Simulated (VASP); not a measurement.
# As in VASP: further runs

The runs below take As through single point, with PBE+D3(BJ).

Program: VASP 6.6.1. These are calculated values, not measurements. Logs are shortened: lines on timing, memory, paths and dates and some standing lists are left out, and cuts for length are marked.

### 1 The cell of the first run

The cell holds a slab with vacuum, 2 atoms: a = 3.521 Å, b = 3.521 Å, c = 28.574 Å, α = 90.00°, β = 90.00°, γ = 120.00°.

### 2 Single point, PBE+D3(BJ)

INCAR reads:

```
SYSTEM = As
ALGO     = Normal         ! electronic algorithm
DIPOL    = 0.5 0.5 0.500
EDIFF    = 1E-7           ! SCF threshold, eV
ENCUT    = 520            ! plane-wave cutoff, eV
GGA      = PE             ! functional
IDIPOL   = 3            
ISIF     = 2              ! what is computed and relaxed
ISMEAR   = 0              ! smearing method
IVDW     = 12             ! dispersion correction
LASPH    = .TRUE.         ! aspherical terms in the spheres
LCHARG   = .FALSE.        ! write CHGCAR
LDIPOL   = .TRUE.       
LREAL    = .FALSE.        ! projectors in reciprocal space
LWAVE    = .FALSE.        ! write WAVECAR
NBANDS   = 12             ! bands
NELM     = 60             ! most SCF steps
PREC     = Accurate       ! precision mode
SIGMA    = 0.02           ! smearing width, eV
```

KPOINTS reads:

```
k-points
0
G
  9 9 1
  0 0 0
```

POSCAR reads:

```
As
1.0
    3.5210000000      0.0000000000      0.0000000000
   -1.7605000000      3.0492754467      0.0000000000
    0.0000000000      0.0000000000     28.5742413766
As
2
Direct
    0.3333333333      0.6666666667      0.4842865470
    0.6666666667      0.3333333333      0.5157134530
```

Potentials or basis: VASP PAW PBE potentials, release 64 (As).

The run is started by

```console
> cat potpaw_PBE.64/As/POTCAR > POTCAR
> mpirun -np 1 vasp_std > vasp.out
```

OUTCAR:

```text
SYSTEM = As
   EDIFF = 1E-7
   ENCUT = 520
   GGA = PE
   ISIF = 2
   ISMEAR = 0
   IVDW = 12
   LASPH = .TRUE.
   LREAL = .FALSE.
   NELM = 60
   PREC = Accurate
 IVDW          = 12

 ion  position               nearest neighbor table
   1  0.333  0.667  0.484-   2 2.22   2 2.22   2 2.22
   2  0.667  0.333  0.516-   1 2.22   1 2.22   1 2.22

  LATTYP: Found a hexagonal cell.
 ALAT       =     3.5210000000
 C/A-ratio  =     8.1153767045

  Lattice vectors:

 A1 = (   3.5210000000,   0.0000000000,   0.0000000000)
 A2 = (  -1.7605000000,   3.0492754467,   0.0000000000)
 A3 = (   0.0000000000,   0.0000000000,  28.5742413766)

Analysis of symmetry for initial positions (statically):
=====================================================================
 Subroutine PRICEL returns:
 Original cell was already a primitive cell.

 Routine SETGRP: Setting up the symmetry group for a
 hexagonal supercell.

 Subroutine GETGRP returns: Found 12 space group operations
 (whereof 12 operations were pure point group operations)
 out of a pool of 24 trial point group operations.

The static configuration has the point symmetry D_3d.

Analysis of symmetry for dynamics (positions and initial velocities):
=====================================================================
 Subroutine PRICEL returns:
 Original cell was already a primitive cell.

 Routine SETGRP: Setting up the symmetry group for a
 hexagonal supercell.

 Subroutine GETGRP returns: Found 12 space group operations
 (whereof 12 operations were pure point group operations)
 out of a pool of 24 trial point group operations.

The dynamic configuration has the point symmetry D_3d.

 Subroutine INISYM returns: Found 12 space group operations
 (whereof 12 operations are pure point group operations),
 and found     1 'primitive' translations

----------------------------------------------------------------------------------------

                                     Primitive cell

  volume of cell :     306.7873

  direct lattice vectors                    reciprocal lattice vectors
     3.521000000  0.000000000  0.000000000     0.284010224  0.163973379  0.000000000
    -1.760500000  3.049275447  0.000000000     0.000000000  0.327946759  0.000000000
     0.000000000  0.000000000 28.574241377     0.000000000  0.000000000  0.034996555

  length of vectors
     3.521000000  3.521000000 28.574241377     0.327946759  0.327946759  0.034996555

  position of ions in fractional coordinates (direct lattice)
     0.333333333  0.666666667  0.484286547
     0.666666667  0.333333333  0.515713453

  ion indices of the primitive-cell ions
   primitive index   ion index
                 1           1
                 2           2

----------------------------------------------------------------------------------------

 KPOINTS: k-points

Automatic generation of k-mesh.
 Grid dimensions read from file:
 generate k-points for:    9    9    1

 Generating k-lattice:

  Cartesian coordinates                     Fractional coordinates (reciprocal lattice)
     0.031556692  0.018219264  0.000000000     0.111111111  0.000000000  0.000000000
     0.000000000  0.036438529  0.000000000     0.000000000  0.111111111  0.000000000
     0.000000000  0.000000000  0.034996555     0.000000000  0.000000000  1.000000000

  Length of vectors
     0.036438529  0.036438529  0.034996555

  Shift w.r.t. Gamma in fractional coordinates (k-lattice)
     0.000000000  0.000000000  0.000000000

 Subroutine IBZKPT returns following result:
 ===========================================

 Found     12 irreducible k-points:

 Following reciprocal coordinates:
            Coordinates               Weight
  0.000000  0.000000  0.000000      1.000000
  0.111111  0.000000  0.000000      6.000000
  0.222222  0.000000  0.000000      6.000000
  0.333333 -0.000000  0.000000      6.000000
  0.444444  0.000000  0.000000      6.000000
  0.111111  0.111111  0.000000      6.000000
  0.222222  0.111111  0.000000     12.000000
  0.333333  0.111111  0.000000     12.000000
  0.444444  0.111111  0.000000      6.000000
  0.222222  0.222222  0.000000      6.000000
  0.333333  0.222222  0.000000     12.000000
  0.333333  0.333333  0.000000      2.000000
   k-points           NKPTS =     12   k-points in BZ     NKDIM =     12   number of bands    NBANDS=     12
   number of dos      NEDOS =    301   number of ions     NIONS =      2
   total plane-waves  NPLWV = 169344
   dimension x,y,z NGX =    28 NGY =   28 NGZ =  216
   dimension x,y,z NGXF=    56 NGYF=   56 NGZF=  432
   ions per type =               2
   NGX,Y,Z   is equivalent  to a cutoff of  13.22, 13.22, 12.57 a.u.
   NGXF,Y,Z  is equivalent  to a cutoff of  26.44, 26.44, 25.13 a.u.
 SYSTEM =  As
   PREC   = accura    normal or accurate (medium, high low for compatibility)
   ISTART =      0    job   : 0-new  1-cont  2-samecut
   ICHARG =      2    charge: 1-file 2-atom 10-const
   ISPIN  =      1    spin polarized calculation?
   LNONCOLLINEAR =      F non collinear calculations
   LSORBIT =      F    spin-orbit coupling
   LASPH  =      T    aspherical Exc in radial PAW
   ENCUT  =  520.0 eV  38.22 Ry    6.18 a.u.   6.55  6.55 53.13*2*pi/ulx,y,z
   NELM   =     60;   NELMIN=  2; NELMDL= -5     # of ELM steps
   EDIFF  = 0.1E-06   stopping-criterion for ELM
   LREAL  =      F    real-space projection
   EDIFFG = 0.1E-05   stopping-criterion for IOM
   NSW    =      0    number of steps for IOM
   IBRION =     -1    ionic relax: 0-MD 1-quasi-New 2-CG
   NFREE  =      0    steps in history (QN), initial steepest desc. (CG)
   ISIF   =      2    stress and relaxation
   ISYM   =      2    0-nonsym 1-usesym 2-fastsym
   POTIM  = 0.5000    time-step for ionic-motion
   TEBEG  =    0.0;   TEEND  =   0.0 temperature during run
   PSTRESS=    0.0 pullay stress
   NELECT =      10.0000    total number of electrons
   NUPDOWN=      -1.0000    fix difference up-down
   EMIN   =  10.00;   EMAX   =-10.00  energy-range for DOS
   EFERMI =   0.00;   METHOD = LEGACY
   ISMEAR =     0;   SIGMA  =   0.02  broadening in eV -4-tet -1-fermi 0-gaus
   EFERMI_NEDOS =   21; number of points for ismear=-14 and -15
   IALGO  =     38    algorithm
   IMIX   =      4    mixing-type and parameters
     AMIX     =   0.40;   BMIX     =  1.00
     AMIX_MAG =   1.60;   BMIX_MAG =  1.00
  volume/ion in A,a.u.               =     153.39      1035.15
  Fermi-wavevector in a.u.,A,eV,Ry     =   0.522953  0.988237  3.720914  0.273479
  Thomas-Fermi vector in A             =   1.542003
   LORBIT       =      0    0 simple, 1 ext, 2 COOP (PROOUT), +10 PAW based schemes
   GGA     = PE    functional components
   LHFCALC =     F    Hartree Fock is set to
   AEXX    =    0.0000 exact exchange contribution
   IVDW    =    12    specifies the selected vdW correction
   LEPSILON=     F    determine dielectric tensor
   LRPA    =     F    only Hartree local field effects (RPA)
 non-spin polarized calculation
 Gauss-broadening in eV      SIGMA  =   0.02
  energy-cutoff  :      520.00
  volume of cell :      306.79
 maximum number of plane-waves:      8399
 NGX is ok and might be reduce to    28
   NGX = 13   NGY = 13   NGZ =107

 dipolmoment           0.000000      0.000000      0.000000 electrons x Angstroem

 number of electron      10.0000001 magnetization

 dipolmoment           0.000000      0.000000     -0.000000 electrons x Angstroem

 Free energy of the ion-electron system (eV)
  ---------------------------------------------------
  ext. energy  EPLUGINS =         0.00000000
  ---------------------------------------------------
  free energy    TOTEN  =        -7.34642700 eV

  energy without entropy =       -7.34499347  energy(sigma->0) =       -7.34571023

 E-fermi :  -3.2456     XC(G=0):  -1.7837

 val. band max:       -3.2494692995   @ k =   0.1111   0.0000   0.0000
 cond. band min:      -3.2349088658   @ k =   0.1111   0.1111   0.0000
 fundamental gap:      0.0145604337
 Fermi energy:        -3.2455854724

 k-point     1 :       0.0000    0.0000    0.0000
  band No.  band energies     occupation
      1     -19.9373      2.00000
      2     -10.2205      2.00000
      3      -6.1909      2.00000
      4      -6.1909      2.00000
      5      -3.5091      2.00000
      6      -3.3023      1.99994
      7      -1.1328      0.00000
      8      -1.1328      0.00000
      9       0.8088      0.00000
     10       1.2240      0.00000
     11       1.5651      0.00000
     12       1.7811      0.00000

 k-point     2 :       0.1111    0.0000    0.0000
  band No.  band energies     occupation
      1     -19.7554      2.00000
      2     -10.2469      2.00000
      3      -7.5890      2.00000
      4      -6.5623      2.00000
      5      -3.2495      1.21640
      6      -2.5245      0.00000
      7      -0.9724      0.00000
      8      -0.5077      0.00000
      9       1.0037      0.00000
     10       1.3717      0.00000
     11       1.7423      0.00000
     12       1.9794      0.00000

 k-point     3 :       0.2222    0.0000    0.0000
  band No.  band energies     occupation
      1     -19.2168      2.00000
      2     -11.0976      2.00000
      3      -8.6099      2.00000
      4      -7.2758      2.00000
      5      -3.3924      2.00000
      6      -2.7877      0.00000
      7       0.5300      0.00000
      8       0.8124      0.00000
      9       1.5668      0.00000
     10       1.8783      0.00000
     11       2.2888      0.00000
     12       2.5696      0.00000
[... 106 lines left out ...]
 k-point    11 :       0.3333    0.2222    0.0000
  band No.  band energies     occupation
      1     -16.8268      2.00000
      2     -14.8322      2.00000
      3     -10.2318      2.00000
      4      -6.7361      2.00000
      5      -5.0981      2.00000
      6      -0.4535      0.00000
      7       0.1580      0.00000
      8       1.7875      0.00000
      9       3.4677      0.00000
     10       3.8991      0.00000
     11       4.5828      0.00000
     12       5.0783      0.00000

 k-point    12 :       0.3333    0.3333    0.0000
  band No.  band energies     occupation
      1     -15.8144      2.00000
      2     -15.8144      2.00000
      3     -10.7410      2.00000
      4      -5.8610      2.00000
      5      -5.8610      2.00000
      6      -0.8961      0.00000
      7       2.3195      0.00000
      8       2.3195      0.00000
      9       3.4920      0.00000
     10       3.7106      0.00000
     11       3.7106      0.00000
     12       5.2837      0.00000

------------------------ aborting loop because EDIFF is reached ----------------------------------------

 vacuum level on the upper side and lower side of the slab       (xc-potential included)        -0.007        -0.007

 Edisp (eV)   -0.44827

 E8    (eV) :    -0.2035

  FORCE on cell =-STRESS in cart. coord.  units (eV):
  Direction    XX          YY          ZZ          XY          YZ          ZX
  --------------------------------------------------------------------------------------
  -------------------------------------------------------------------------------------
  Total       8.73086     8.73086     5.52097     0.00000    -0.00000     0.00000
  in kB      45.59637    45.59637    28.83291     0.00000    -0.00000     0.00000
  external pressure =       40.01 kB  Pullay stress =        0.00 kB

 VOLUME and BASIS-vectors are now :
 -----------------------------------------------------------------------------
  energy-cutoff  :      520.00
  volume of cell :      306.79
      direct lattice vectors                 reciprocal lattice vectors
     3.521000000  0.000000000  0.000000000     0.284010224  0.163973379  0.000000000
    -1.760500000  3.049275447  0.000000000     0.000000000  0.327946759  0.000000000
     0.000000000  0.000000000 28.574241377     0.000000000  0.000000000  0.034996555

 POSITION                                       TOTAL-FORCE (eV/Angst)
 -----------------------------------------------------------------------------------
     -0.00000      2.03285     13.83812         0.000000      0.000000     -6.150727
      1.76050      1.01643     14.73612         0.000000      0.000000      6.150727
 -----------------------------------------------------------------------------------
    total drift:                                0.000000     -0.000000     -0.000000

  FREE ENERGIE OF THE ION-ELECTRON SYSTEM (eV)
  ---------------------------------------------------
  free  energy   TOTEN  =        -7.7946954418 eV

  energy  without entropy=       -7.7932619160  energy(sigma->0) =       -7.79397868

 vacuum level on the upper side and lower side of the slab         1.411         1.411
```

It took 2.1 min on 1 thread of Intel Xeon 8259CL, shared host; peak memory 0.42 GiB.

What came out:

```yaml
Free_energy: -7.7947 eV
Largest_force: 6.151 eV/Å
Band_gap_on_the_k_mesh: zero (band 5 reaches -3.23 eV, above the bottom of band 6 at -3.37 eV)
Dispersion_energy_per_atom: -0.224 eV
```

Forces on the atoms (eV/Å):
```
As   0.000  0.000 -6.151
As   0.000  0.000  6.151
```

### 3 Single point, PBE+D3(BJ)

INCAR reads:

```
PREC = Accurate
ENCUT = 520
EDIFF = 1E-6
ISMEAR = 0
SIGMA = 0.02
LREAL = F
LASPH = T
NELM = 80
ALGO = Normal
ISIF = 2
LWAVE = F
LCHARG = T
LDIPOL = T
IDIPOL = 3
DIPOL = 0.5 0.5 0.500
GGA = PE
IVDW = 12
LELF = T
LVHAR = T
LVACPOTAV = T
NBANDS = 12
```

KPOINTS reads:

```
regular mesh
0
Gamma
  9 9 1
```

POSCAR reads:

```
As
1.0
    3.5210000000      0.0000000000      0.0000000000
   -1.7605000000      3.0492754467      0.0000000000
    0.0000000000      0.0000000000     28.5742413766
As
2
Direct
    0.3333333333      0.6666666667      0.4738050788
    0.6666666667      0.3333333333      0.5261949212
```

Potentials or basis: VASP PAW PBE potentials, release 64 (As).

The run is started by

```console
> cat potpaw_PBE.64/As/POTCAR > POTCAR
> mpirun -np 1 vasp_std > vasp.out
```

Wall time 2.3 min (1 thread of Intel Xeon 8259CL, shared host); peak memory 0.41 GiB.

Results (log left out):

| Item | Value |
| --- | --- |
| Free energy | -9.6992 eV |
| Largest force | 1.016 eV/Å |
| Band gap on the k mesh | 0.99 eV, indirect (least direct gap 1.98 eV) |
| Dispersion energy per atom | -0.217 eV |

Forces in eV/Å, atoms in the order of the input:
```
As   0.000  0.000  1.016
As   0.000  0.000 -1.016
```

Levels at points of the mesh, in eV from the valence-band top:
| k point | band 1 | band 2 | band 3 | band 4 | band 5 | band 6 | band 7 | band 8 | band 9 | band 10 |
| --- | --- | --- | --- | --- | --- | --- | --- | --- | --- | --- |
| (0.00, 0.00, 0.00) | -14.03 | -8.12 | -1.58 | 0.00 | 0.00 | 1.98 | 3.22 | 3.22 | 4.19 | 4.36 |
